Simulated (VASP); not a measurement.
Here is a VASP 6.6.1 calculation.

The input POSCAR:

```
LuH3
1.0
   -1.6740800000      1.6740800000      2.7822000000
    1.6740800000     -1.6740800000      2.7822000000
    1.6740800000      1.6740800000     -2.7822000000
Lu H
1 3
Direct
    0.0000000000      0.0000000000      0.0000000000
    0.7500000000      0.2500000000      0.5000000000
    0.2500000000      0.7500000000      0.5000000000
    0.5000000000      0.5000000000      0.0000000000
```

INCAR.step1

```
ALGO = Normal
EDIFF = 1E-5
ENCUT = 660
GGA = PE
GGA_COMPAT = False
ISMEAR = 1
LASPH = True
LCHARG = False
LREAL = False
LWAVE = True
NBANDS = 22
NELM = 120
PREC = Accurate
SIGMA = 0.05
```

The input INCAR.step2:

```
ALGO = Normal
EDIFF = 1E-6
ENCUT = 660
GGA_COMPAT = False
ISIF = 2
ISMEAR = 1
ISTART = 1
LASPH = True
LCHARG = False
LMIXTAU = True
LREAL = False
LWAVE = False
METAGGA = R2SCAN
NBANDS = 22
NELM = 120
PREC = Accurate
SIGMA = 0.05
```

KPOINTS

```
k-points
0
Gamma
  3 3 3
```

Potentials or basis: VASP PAW PBE potentials, release 64 (Lu, H).

The run is started by

```bash
$ cat potpaw_PBE.64/Lu/POTCAR potpaw_PBE.64/H/POTCAR > POTCAR
$ cp INCAR.step1 INCAR
$ mpirun -np 1 vasp_std > vasp.out
$ cp INCAR.step2 INCAR
$ mpirun -np 1 vasp_std > vasp.out
```

Q: What does it give for the pressure?

A: 3.5 GPa.

Q: What does it give for the band gap on the k mesh?

A: 0.54 eV.

Stress tensor (GPa, compression positive):
```
-0.28  0.00  0.00
 0.00 -0.28  0.00
 0.00  0.00 11.15
```

Caveat: the k points lie up to 0.73 Å⁻¹ apart; the PAW data sets were made with another functional, which shifts forces and pressure a little; spin-orbit coupling is left out, which moves the levels of the heavy elements; an odd mesh through Γ misses points on the zone boundary, where band edges can lie.
